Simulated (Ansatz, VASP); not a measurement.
# Two plane-wave programs on In

```xyz
4
Lattice="3.3951 0.0000 0.0000 -1.6975 2.9402 0.0000 0.0000 0.0000 11.0281" Properties=species:S:1:pos:R:3 pbc="T T T"
In    1.6975    2.9402    0.0000
In    1.6975    2.9402    5.5141
In    0.0000    1.9601    2.7570
In    1.6975    0.9801    8.2711
```

Alike in both runs: functional PBE; k mesh 11 × 11 × 3; occupations fermi-dirac, width 0.1 eV; no spin polarisation.

Ansatz relaxed the structure, and its values are those at the end. VASP's run is a single point on that final structure, the one shown.

|  | VASP | Ansatz |
| --- | --- | --- |
| version | VASP 6.6.1 | Ansatz 0.2.0 |
| potentials or method | VASP PAW PBE potentials, release 64 (In_d), cutoff 520 eV | plane waves (420 eV) with PAW, scalar-relativistic |
| valence electrons in the cell | 52 | 52 |

VASP gave:

| Quantity | Value |
| --- | --- |
| pressure (GPa) | -0.1 |

Estimate Ansatz's values.

pressure (GPa): 0.0.
